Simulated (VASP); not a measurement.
MgO, 2 atoms in the cell. The structure is tetragonal, space group I4mm (No. 107). The conventional cell has a = 2.973 Å, b = 2.973 Å, c = 4.204 Å, α = 90.00°, β = 90.00°, γ = 90.00°. Mg (site symmetry 4mm) has 6 O at 1.90 to 2.30 Å within 2.5 Å. O (site symmetry 4mm) has 6 Mg at 1.90 to 2.30 Å within 2.5 Å.  This cell differs from its parent crystal: all Mg atoms moved -0.200 Å, as atom 1 along Cartesian [0 1 0].

```yaml
Program: VASP 6.6.1
Task: single point
Functional: r2SCAN
Potentials_or_basis: VASP PAW PBE potentials, release 64 (Mg, O)
Cutoff: 520 eV
k_mesh: 10 × 10 × 10
Occupations: gaussian, width 0.05 eV
Spin: no spin polarisation
Dipole_correction: no
Further_INCAR_settings: ALGO = Normal; EDIFF = 1e-07; NBANDS = 11
```

Potentials or basis: VASP PAW PBE potentials, release 64 (Mg, O).

Launch:

```bash
$ cat potpaw_PBE.64/Mg/POTCAR potpaw_PBE.64/O/POTCAR > POTCAR
$ cp INCAR.step1 INCAR
$ mpirun -np 1 vasp_std > vasp.out
$ cp INCAR.step2 INCAR
$ mpirun -np 1 vasp_std > vasp.out
```

Hardware: 1 thread of Intel(R) Xeon(R) Platinum 8488C (Sapphire Rapids) (shared host).

How long does it take, and how much memory?

Run time: 40 s on 1 thread of Intel(R) Xeon(R) Platinum 8488C (Sapphire Rapids), on a shared host, peak memory 0.15 GiB. Counts: k points 102.
